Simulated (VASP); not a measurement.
SnSe:

```xyz
2
Lattice="0.0000 3.0100 3.0100 3.0100 0.0000 3.0100 3.0100 3.0100 0.0000" Properties=species:S:1:pos:R:3 pbc="T T T"
Sn    0.0000    0.0000    0.0000
Se    3.0100    3.0100    3.0100
```

Base run:

| Item | Value |
| --- | --- |
| Program | VASP 6.6.1 |
| Functional | PBEsol |
| Dispersion | D3(BJ) |
| Potentials or basis | VASP PAW PBE potentials, release 64 (Sn_d, Se) |
| Cutoff | 500 eV |
| k mesh | 8 × 8 × 8 |
| Occupations | gaussian, width 0.05 eV |
| Spin | no spin polarisation |

Its results: band gap on the k mesh 0.65 eV; pressure -3.9 GPa.

**Question.** The run is repeated on the same cell with these changes: functional from PBEsol to revPBE. What comes out?

**Answer.** Band gap on the k mesh 0.55 eV; pressure -2.0 GPa.

revPBE binds less tightly than PBEsol, so the same cell stands under more pressure.

Caveats: the PAW data sets were made with another functional, which shifts forces and pressure a little; spin-orbit coupling is left out, which moves the levels of the heavy elements; the cell stands under tension (at least some runs).

A k mesh can miss the band edges.
